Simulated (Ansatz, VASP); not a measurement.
**TiSi2: VASP beside Ansatz**

```
CELL_PARAMETERS angstrom
2.21462 -3.83583 0.00000
-4.42923 0.00000 0.00000
0.00000 0.00000 -5.16163
ATOMIC_POSITIONS crystal
Si 0.00000 0.00000 0.50000
Si 0.00000 0.00000 0.00000
Si 0.66667 0.33333 0.25000
Si 0.66667 0.33333 0.75000
Ti 0.33333 0.66667 0.25000
Ti 0.33333 0.66667 0.75000
```

Alike in both runs: functional r2SCAN; k mesh 12 × 12 × 8; occupations gaussian, width 0.1 eV; no spin polarisation.

Ansatz relaxed the structure, and its values are those at the end. VASP's run is a single point on that final structure, the one shown.

|  | VASP | Ansatz |
| --- | --- | --- |
| version | VASP 6.6.1 | Ansatz 0.2.0 |
| potentials or method | VASP PAW PBE potentials, release 64 (Si, Ti_sv), cutoff 520 eV | scalar-relativistic, plane waves, PAW |
| valence electrons in the cell | 40 | 40 |

Ansatz gave:

```
gap on the k mesh at the Fermi level (eV) : none
pressure (GPa)                            : 0.0
```

Problem. What did VASP give for the same quantities?

Solution. gap on the k mesh at the Fermi level (eV): none; pressure (GPa): 0.3.

VASP's potentials were made for PBE, not for r2SCAN. A gap of «none» marks a metal or a gap that the smearing closes.
